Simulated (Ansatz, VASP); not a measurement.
# HC12: VASP beside Ansatz

```
C H
1.0
     4.88927    0.00000    0.00000
    -2.44463    6.77393    0.00000
     0.00000    0.00000   22.76841
C H
24 2
Direct
  0.40208 0.30416 0.17568
  0.40208 0.80416 0.17568
  0.90208 0.30416 0.17568
  0.90208 0.80416 0.17568
  0.16304 0.32608 0.20598
  0.16304 0.82608 0.20598
  0.66304 0.32608 0.20598
  0.66304 0.82608 0.20598
  0.18464 0.36928 0.26663
  0.18464 0.86928 0.26663
  0.68464 0.36928 0.26663
  0.68464 0.86928 0.26663
  0.44616 0.39233 0.29605
  0.44616 0.89233 0.29605
  0.94616 0.39233 0.29605
  0.94616 0.89233 0.29605
  0.47156 0.44313 0.35911
  0.47156 0.94313 0.35911
  0.97156 0.44313 0.35911
  0.97156 0.94313 0.35911
  0.23270 0.46540 0.38511
  0.23270 0.96540 0.38511
  0.73270 0.46540 0.38511
  0.73270 0.96540 0.38511
  0.23270 0.92028 0.41893
  0.23270 0.01053 0.41893
```

Alike in both runs: task single point; functional LDA; k mesh 6 × 4 × 1; occupations gaussian, width 0.05 eV; no spin polarisation.

```csv
,VASP,Ansatz
version,VASP 6.6.1,Ansatz 0.2.0
potentials or method,"VASP PAW LDA potentials, release 64 (C, H), cutoff 520 eV","scalar-relativistic, plane waves, PAW"
valence electrons in the cell,98,98
```

```tsv
	VASP	Ansatz	Ansatz less VASP
gap on the k mesh at the Fermi level (eV)	none	none	-
rms of the force components (eV/Å)	5.290	5.212	-0.0781
```

Ansatz warns that its potentials were made for another functional, while VASP's fit it. LDA's correlation is that of Perdew and Zunger in VASP and of Perdew and Wang (1992) in Ansatz. Atom by atom the forces differ by 0.085 eV/Å (rms over components). A gap of «none» marks a metal or a gap that the smearing closes.
